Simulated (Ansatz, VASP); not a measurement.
## One calculation of CuO, two programs

Contents of INCAR:

```
SYSTEM = CuO
PREC     = Accurate       ! precision mode
ENCUT    = 1340           ! plane-wave cutoff, eV
EDIFF    = 1E-6           ! SCF threshold, eV
ISMEAR   = -1             ! smearing method
SIGMA    = 0.1            ! smearing width, eV
LREAL    = .False.        ! projectors in reciprocal space
LASPH    = .True.         ! aspherical terms in the spheres
NELM     = 200            ! most SCF steps
ALGO     = Normal         ! electronic algorithm
ISIF     = 2              ! what is computed and relaxed
LWAVE    = .False.        ! write WAVECAR
LCHARG   = .True.         ! write CHGCAR
LMAXMIX  = 4              ! l up to which the mixer works
LDAU     = .True.         ! DFT+U
LDAUTYPE = 2            
LDAUL    = 2 -1           ! shell
LDAUU    = 4 0            ! U, eV
LDAUJ    = 0 0          
LDAUPRINT= 1            
GGA      = PE             ! functional
LELF     = .True.         ! ELF
LVHAR    = .True.       
NBANDS   = 33             ! bands
GGA_COMPAT= .False.
```

Contents of KPOINTS:

```
regular mesh
0
Gamma
  7 7 4
  0 0 0
```

POSCAR

```
CuO
1.0
    2.3245000000     -1.7191000000      0.0000000000
    2.3245000000      1.7191000000      0.0000000000
   -0.7792200000      0.0000000000      5.1281400000
Cu O
2 2
Direct
    0.0000000000      0.5000000000      0.0000000000
    0.5000000000      0.0000000000      0.5000000000
    0.5830000000      0.4170000000      0.2500000000
    0.4170000000      0.5830000000      0.7500000000
```

Input for Ansatz:

```yaml
crystal:
  lattice:
    - [2.3245, -1.7191, 0.0]
    - [2.3245, 1.7191, 0.0]
    - [-0.77922, 0.0, 5.12814]
  atoms:
    - { symbol: Cu, position: [0.0, 0.5, 0.0] }
    - { symbol: Cu, position: [0.5, 0.0, 0.5] }
    - { symbol: O, position: [0.583, 0.417, 0.25] }
    - { symbol: O, position: [0.417, 0.583, 0.75] }
hamiltonian:
  xc: pbe
  pseudopotentials: { kind: paw }
  hubbard: { sites: [{ species: Cu, l: d, u_eff: 4.0 }] }
basis:
  ecutwfc: 420
kpoints:
  mp_grid: { grid: [7, 7, 4] }
scf:
  occupations: { method: fermi_dirac, width: 0.1 }
  lower_state_search: "off"
output:
  forces: true
  stress: true
```

Alike in both runs: task single point; functional PBE; k mesh 7 × 7 × 4; occupations fermi-dirac, width 0.1 eV; no spin polarisation; Hubbard terms Cu d U = 4.0 eV.

```csv
,VASP,Ansatz
version,VASP 6.6.1,Ansatz 0.2.0
potentials or method,"VASP PAW PBE potentials, release 64 (Cu_sv_GW, O_h), cutoff 1340 eV","PAW, plane waves, scalar-relativistic"
valence electrons in the cell,50,50
```

|  | VASP | Ansatz | Ansatz less VASP |
| --- | --- | --- | --- |
| pressure (GPa) | 2.9 | 5.7 | +2.79 |
| traceless stress, the component that is largest in VASP (GPa) | -2.44 | -2.01 | +0.437 |
| rms of the force components (eV/Å) | 0.139 | 0.139 | -0.0003 |

The programs project onto different local orbitals, so the same U acts differently, and such runs can settle in different states. Atom by atom the forces differ by 0.000 eV/Å (rms over components). Ansatz's warnings: filled band counts differ across k points.
